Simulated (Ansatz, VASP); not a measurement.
Two plane-wave programs on Si2Ge3

```
Si Ge
1.0
     2.72417    0.00000    0.00000
     0.00000    4.07503    0.00000
     0.00000    0.00000    8.90091
Si Ge
2 3
Direct
  0.00000 0.50000 0.36699
  0.00000 0.50000 0.63301
  0.50000 0.50000 0.00000
  0.00000 0.00000 0.79842
  0.00000 0.00000 0.20158
```

Alike in both runs: task relaxation of cell and atoms; functional PBE; k mesh 14 × 10 × 4; occupations gaussian, width 0.1 eV; no spin polarisation.

|  | VASP | Ansatz |
| --- | --- | --- |
| version | VASP 6.6.1 | Ansatz 0.2.0 |
| potentials or method | VASP PAW PBE potentials, release 64 (Si, Ge_d), cutoff 600 eV | scalar-relativistic, plane waves, PAW |
| valence electrons in the cell | 50 | 50 |

|  | VASP | Ansatz | Ansatz less VASP |
| --- | --- | --- | --- |
| gap on the k mesh at the Fermi level, each at its own relaxed structure (eV) | none | none | - |
| relaxed volume (Å³/atom) | 19.81 | 19.77 | -0.032 |
| relaxed length of the cell vector where the two differ most in proportion (Å) | 4.220 | 4.216 | -0.0034 |

A gap of «none» marks a metal or a gap that the smearing closes.
